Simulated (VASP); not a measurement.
Set up this calculation in VASP 6.6.1, as the native input.

| Property | Result |
| --- | --- |
| Task | single point |
| Functional | PBE |
| Dispersion | D3(BJ) |
| Potentials or basis | VASP PAW PBE potentials, release 64 (W_sv) |
| Cutoff | 520 eV |
| k mesh | 18 × 18 × 18 |
| Occupations | gaussian, width 0.1 eV |
| Spin | no spin polarisation |
| Dipole correction | no |
| Further INCAR settings | ALGO = Normal; EDIFF = 1e-06; NBANDS = 13 |

The structure of W lies in POSCAR:

```
W
1.0
   -1.5796874831      1.5796874831      1.5796874831
    1.5796874831     -1.5796874831      1.5796874831
    1.5796874831      1.5796874831     -1.5796874831
W
1
Direct
    0.0000000000      0.0000000000      0.0000000000
```

The input as run:

INCAR

```
ALGO = Normal
EDIFF = 1E-6
ENCUT = 520
GGA = PE
ISIF = 2
ISMEAR = 0
IVDW = 12
LASPH = T
LCHARG = T
LELF = T
LREAL = F
LVHAR = T
LWAVE = F
NBANDS = 13
NELM = 100
PREC = Accurate
SIGMA = 0.1
```

KPOINTS

```
k-points
0
Gamma
  18 18 18
```

Potentials or basis: VASP PAW PBE potentials, release 64 (W_sv).

Run with:

```bash
$ cat potpaw_PBE.64/W_sv/POTCAR > POTCAR
$ mpirun -np 1 vasp_std > vasp.out
```

It gave:

| Quantity | Value |
| --- | --- |
| Pressure | 0.6 GPa |
| Band gap on the k mesh | zero (band 7 reaches 16.73 eV, above the bottom of band 8 at 10.28 eV) |
| Dispersion energy per atom | -0.699 eV |

Caveat: spin-orbit coupling is left out, which moves the levels of the heavy elements; pairwise dispersion overbinds metals, which lowers pressure and volume.

Run time: 20 s on 1 thread of Intel(R) Xeon(R) Platinum 8259CL CPU @ 2.50GHz (Skylake/Cascade Lake), on a shared host, peak memory 0.16 GiB.
